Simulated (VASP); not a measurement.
Here is a VASP 6.6.1 calculation.

INCAR

```
SYSTEM = Mg
PREC = Accurate
ENCUT = 520
EDIFF = 1E-6
ISMEAR = 0
SIGMA = 0.15
LREAL = .False.
LASPH = .True.
NELM = 100
ALGO = Normal
ISIF = 2
LWAVE = .False.
LCHARG = .False.
NBANDS = 7
```

Contents of KPOINTS:

```
regular mesh
0
Gamma
  18 18 16
  0 0 0
```

The input POSCAR:

```
Mg
1.0
    3.0960542975      0.0000000000      0.0000000000
   -1.5480271488      2.6812616731      0.0000000000
    0.0000000000      0.0000000000      3.0448375700
Mg
1
Direct
    0.0000000000      0.0000000000      0.0000000000
```

Potentials or basis: VASP PAW LDA potentials, release 64 (Mg).

Launch:

```console
$ cat potpaw_LDA.64/Mg/POTCAR > POTCAR
$ mpirun -np 1 vasp_std > vasp.out
```

Task: Predict the band gap on the k mesh.

Result: Zero (band 1 reaches 5.00 eV, above the bottom of band 2 at -0.23 eV).

Task: Predict the pressure.

Result: -1.6 GPa.

Stress tensor (GPa, compression positive):
```
-1.98  0.00  0.00
 0.00 -1.98  0.00
 0.00  0.00 -0.94
```

Caveat: the cell differs from its parent crystal (strain +0.015 along x and y, +0.000 along z).
